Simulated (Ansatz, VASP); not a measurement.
**Cl in VASP and in Ansatz**

POSCAR

```
Cl
1.0
   10.8155482400      0.0000000000      0.0000000000
    0.0000000000     10.8155482400      0.0000000000
    0.0000000000      0.0000000000      8.7799425200
Cl
16
Direct
    0.5974316100      0.3573416900      0.6441277800
    0.9025683900      0.8573416900      0.3558722200
    0.8573416900      0.0974316100      0.6441277800
    0.1426583100      0.9025683900      0.6441277800
    0.0974316100      0.8573416900      0.8558722200
    0.4025683900      0.3573416900      0.1441277800
    0.9025683900      0.1426583100      0.8558722200
    0.5974316100      0.6426583100      0.1441277800
    0.8573416900      0.9025683900      0.1441277800
    0.4025683900      0.6426583100      0.6441277800
    0.6426583100      0.4025683900      0.8558722200
    0.3573416900      0.4025683900      0.3558722200
    0.6426583100      0.5974316100      0.3558722200
    0.3573416900      0.5974316100      0.8558722200
    0.0974316100      0.1426583100      0.3558722200
    0.1426583100      0.0974316100      0.1441277800
```

The input INCAR.step1:

```
SYSTEM = Cl
PREC = Accurate
ENCUT = 520
ISMEAR = -1
SIGMA = 0.05
LREAL = Auto
LASPH = .True.
NELM = 100
NBANDS = 70
GGA = PE
ALGO = Normal
EDIFF = 1E-4
LWAVE = .True.
LCHARG = .False.
```

INCAR.step2

```
SYSTEM = Cl
PREC = Accurate
ENCUT = 520
EDIFF = 1E-8
ISMEAR = -1
SIGMA = 0.05
LREAL = Auto
LASPH = .True.
NELM = 100
ALGO = Normal
ISIF = 2
LWAVE = .False.
LCHARG = .False.
METAGGA = R2SCAN
LMIXTAU = .True.
LEFG = .True.
NBANDS = 70
ISTART = 1
```

File KPOINTS:

```
Automatic mesh
0
Gamma
  3 3 4
  0 0 0
```

Input for Ansatz:

```yaml
crystal:
  lattice:
    - [10.81554824, 0.0, 0.0]
    - [0.0, 10.81554824, 0.0]
    - [0.0, 0.0, 8.77994252]
  atoms:
    - { symbol: Cl, position: [0.59743161, 0.35734169, 0.64412778] }
    - { symbol: Cl, position: [0.90256839, 0.85734169, 0.35587222] }
    - { symbol: Cl, position: [0.85734169, 0.09743161, 0.64412778] }
    - { symbol: Cl, position: [0.14265831, 0.90256839, 0.64412778] }
    - { symbol: Cl, position: [0.09743161, 0.85734169, 0.85587222] }
    - { symbol: Cl, position: [0.40256839, 0.35734169, 0.14412778] }
    - { symbol: Cl, position: [0.90256839, 0.14265831, 0.85587222] }
    - { symbol: Cl, position: [0.59743161, 0.64265831, 0.14412778] }
    - { symbol: Cl, position: [0.85734169, 0.90256839, 0.14412778] }
    - { symbol: Cl, position: [0.40256839, 0.64265831, 0.64412778] }
    - { symbol: Cl, position: [0.64265831, 0.40256839, 0.85587222] }
    - { symbol: Cl, position: [0.35734169, 0.40256839, 0.35587222] }
    - { symbol: Cl, position: [0.64265831, 0.59743161, 0.35587222] }
    - { symbol: Cl, position: [0.35734169, 0.59743161, 0.85587222] }
    - { symbol: Cl, position: [0.09743161, 0.14265831, 0.35587222] }
    - { symbol: Cl, position: [0.14265831, 0.09743161, 0.14412778] }
kpoints:
  mp_grid: { grid: [3, 3, 4] }
scf:
  occupations: { method: fermi_dirac, width: 0.05 }
hamiltonian:
  xc: r2scan
  pseudopotentials: { kind: paw }
output:
  forces: true
  stress: true
  populations: true
  efg:
    quadrupole_moments_barn: { Cl: -0.08112 }
    contact_densities: true
```

Alike in both runs: task electric field gradients; functional r2SCAN; k mesh 3 × 3 × 4; occupations fermi-dirac, width 0.05 eV; no spin polarisation.

|  | VASP | Ansatz |
| --- | --- | --- |
| version | VASP 6.6.1 | Ansatz 0.2.0 |
| potentials or method | VASP PAW PBE potentials, release 64 (Cl) | plane-wave PAW, scalar-relativistic |
| plane-wave cutoff (eV) | 520 | 500 |
| valence electrons in the cell | 112 | 112 |

|  | VASP | Ansatz | Ansatz less VASP |
| --- | --- | --- | --- |
| gap on the k mesh at the Fermi level (eV) | 2.93 | 2.90 | -0.030 |
| pressure (GPa) | 0.0 | 0.2 | +0.21 |
| traceless stress, the component that is largest in VASP (GPa) | 0.00 | 0.28 | +0.282 |
| rms of the force components (eV/Å) | 0.004 | 0.122 | +0.1173 |
| size of Vzz on the site where it differs most (V/Å²) | 550.0 | 561.9 | +11.91 |

VASP's potentials were made for PBE, not for r2SCAN. Atom by atom the forces differ by 0.121 eV/Å (rms over components). One of these differences is far larger than is usual between the two programs; its cause wasn't traced. The functional is the same, so the differences come from potentials, cutoffs and numerics.
